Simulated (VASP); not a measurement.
Hf:

```
Hf
1.0
     0.00000    2.19000    2.19000
     2.19000    0.00000    2.19000
     2.19000    2.19000    0.00000
Hf
1
Direct
  0.00000 0.00000 0.00000
```

This cell differs from its parent crystal: volume scaled by 0.96.

Base run:

| Property | Result |
| --- | --- |
| Program | VASP 6.6.1 |
| Functional | LDA |
| Potentials or basis | VASP PAW LDA potentials, release 64 (Hf_pv) |
| Cutoff | 520 eV |
| k mesh | 10 × 10 × 10 |
| Occupations | fermi-dirac, width 0.05 eV |
| Spin | no spin polarisation |

Its results: band gap on the k mesh zero (band 5 reaches 6.42 eV, above the bottom of band 6 at 4.67 eV); pressure -1.3 GPa.

Question: The run is repeated on the same cell with these changes: functional from LDA to r2SCAN; potentials or basis from VASP PAW LDA potentials, release 64 (Hf_pv) to VASP PAW PBE potentials, release 64 (Hf_pv). What comes out?

Answer: Band gap on the k mesh zero (band 5 reaches 6.69 eV, above the bottom of band 6 at 4.67 eV); pressure 6.8 GPa.

Caveats: spin-orbit coupling is left out, which moves the levels of the heavy elements; the PAW data sets were made with another functional, which shifts forces and pressure a little (some runs).
